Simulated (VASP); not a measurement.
Runs of VASP 6.6.1 on ErBe. The structure is that of space group Pm-3m (No. 221), or close to it. The cells are those of the table. The cell was built from a structure type or drawn by symmetry, and may not be a known phase.

| task | cell | k mesh | smearing | gap on the mesh (eV) | pressure (GPa) |
| --- | --- | --- | --- | --- | --- |
| single point | a = 3.374 Å, 2 atoms | 6 × 6 × 6 | gaussian 0.2 eV | none | 0.1 |
| single point | a = 3.365 Å, 2 atoms | 6 × 6 × 6 | gaussian 0.1 eV | none | 0.7 |
| single point | a = 3.390, b = 3.390, c = 3.341 Å, 2 atoms | 7 × 7 × 5 | gaussian 0.2 eV | none | 0.0 |
| relaxation of cell and atoms | relaxed from a = 3.365 Å, 2 atoms | 14 × 14 × 14 | gaussian 0.1 eV | none | 0.0 |
| single point | a = 3.367 Å, 2 atoms | 6 × 6 × 6 | gaussian 0.2 eV | none | (a) |

Alike in all rows: level PBE; potentials or basis VASP PAW PBE potentials, release 64 (Er_3, Be), 4f in core; no spin polarisation; cutoff (eV) 600.

**Question.** Estimate the missing entries.

**Answer.** (a) 0.5.

Caveats: some runs use coarse meshes; spin-orbit coupling is left out, which moves the levels of the heavy elements; the 4f electrons are frozen in the core, so they carry no moment and show no levels.

A k mesh can miss the band edges, and the runs leave out spin-orbit coupling on Er.

A gap of «none» marks levels without a gap at the run's occupations.
